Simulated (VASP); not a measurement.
Runs of VASP 6.6.1 on Ga. The structure is that of space group P6_3/mmc (No. 194), or close to it. The cells are those of the table. This isn't the form of Ga at room conditions, which is orthorhombic.

```csv
cell,k mesh,gap on the mesh (eV),pressure (GPa)
"a = 2.994, b = 2.994, c = 9.776 Å, angles 90.0, 90.0, 120.0°, 4 atoms",12 × 12 × 4,none,0.0
"a = 2.912, b = 2.912, c = 9.508 Å, angles 90.0, 90.0, 120.0°, 4 atoms",14 × 14 × 4,none,(a)
"a = 2.869, b = 2.869, c = 9.368 Å, angles 90.0, 90.0, 120.0°, 4 atoms",14 × 14 × 4,none,8.6
"a = 2.994, b = 2.994, c = 9.776 Å, angles 90.0, 90.0, 120.0°, 4 atoms",14 × 14 × 4,none,(b)
"a = 2.954, b = 2.954, c = 9.644 Å, angles 90.0, 90.0, 120.0°, 4 atoms",14 × 14 × 4,none,2.3
```

Alike in all rows: task single point; level PBE; potentials or basis VASP PAW PBE potentials, release 64 (Ga_d); no spin polarisation; cutoff (eV) 520; smearing fermi-dirac 0.1 eV.

**Question.** Fill in the values left out.

**Answer.** (a) 5.0; (b) 0.1.

Caveats: the cell stands under pressure (at least some runs).

A k mesh can miss the band edges, and the runs leave out spin-orbit coupling on Ga.

A gap of «none» marks levels without a gap at the run's occupations.
